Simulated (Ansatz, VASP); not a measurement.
One calculation of AlCo, two programs

```xyz
2
Lattice="2.8194 0.0000 0.0000 0.0000 2.8194 0.0000 0.0000 0.0000 2.5939" Properties=species:S:1:pos:R:3 pbc="T T T"
Al    0.0000    0.0000    0.0000
Co    1.4097    1.4097    1.2969
```

Change from the starting cell: strain +0.000 along x and y, -0.080 along z, atoms carried along.

Alike in both runs: task single point; functional PBEsol; k mesh 16 × 16 × 16; occupations gaussian, width 0.15 eV; no spin polarisation.

|  | VASP | Ansatz |
| --- | --- | --- |
| version | VASP 6.6.1 | Ansatz 0.2.0 |
| potentials or method | VASP PAW PBE potentials, release 64 (Al, Co), cutoff 520 eV | scalar-relativistic, plane waves, PAW |
| valence electrons in the cell | 12 | 20 |

|  | VASP | Ansatz | Ansatz less VASP |
| --- | --- | --- | --- |
| gap on the k mesh at the Fermi level (eV) | none | none | - |
| pressure (GPa) | 21.7 | 21.5 | -0.14 |
| traceless stress, the component that is largest in VASP (GPa) | 16.35 | 16.34 | -0.010 |

VASP's potentials were made for PBE, not for PBEsol. A gap of «none» marks a metal or a gap that the smearing closes. The functional is the same, so the differences come from potentials, cutoffs and numerics. VASP's potentials hold 12 valence electrons a cell and Ansatz's 20, so a difference there can come from the potentials and not from the codes.
